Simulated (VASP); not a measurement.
Set up this calculation in VASP 6.6.1, as the native input.

```yaml
Task: single point
Functional: PBEsol
Potentials_or_basis: VASP PAW PBE potentials, release 64 (Hf_pv, B)
Cutoff: 520 eV
k_mesh: 16 × 16 × 16
Occupations: gaussian, width 0.15 eV
Spin: no spin polarisation
Dipole_correction: no
Further_INCAR_settings: ALGO = Normal; EDIFF = 1e-07; NBANDS = 14
```

The structure of HfB lies in POSCAR:

```
HfB
1.0
    0.0000000000      2.3936993068      2.3936993068
    2.2261403553      0.0000000000      2.3936993068
    2.2261403553      2.3936993068      0.0000000000
Hf B
1 1
Direct
    0.4985704626      0.5014295374      0.5014295374
    0.0236036330     -0.0236036330     -0.0236036330
```

This cell differs from its parent crystal: atoms displaced along a vibrational mode, the cell strained.

These files were run (other wordings do the same):

INCAR

```
PREC = Accurate
ENCUT = 520
EDIFF = 1E-7
ISMEAR = 0
SIGMA = 0.15
LREAL = F
LASPH = T
NELM = 80
ALGO = Normal
ISIF = 2
LWAVE = F
LCHARG = F
GGA = PS
NBANDS = 14
```

KPOINTS

```
Automatic mesh
0
Gamma
  16 16 16
```

Potentials or basis: VASP PAW PBE potentials, release 64 (Hf_pv, B).

Run with:

```sh
$ cat potpaw_PBE.64/Hf_pv/POTCAR potpaw_PBE.64/B/POTCAR > POTCAR
$ mpirun -np 1 vasp_std > vasp.out
```

It gave:

| Property | Result |
| --- | --- |
| Pressure | 18.7 GPa |
| Largest force | 1.927 eV/Å |
| Band gap on the k mesh | zero (an odd number of electrons rules out a gap without spin polarisation) |

Caveat: the cell differs from its parent crystal (atoms displaced along a vibrational mode, the cell strained); the cell stands under pressure; the PAW data sets were made with another functional, which shifts forces and pressure a little; spin-orbit coupling is left out, which moves the levels of the heavy elements.

Wall time 100 s on 1 thread of Intel(R) Xeon(R) Platinum 8375C CPU @ 2.90GHz (Ice Lake), on a shared host, peak memory 0.25 GiB.
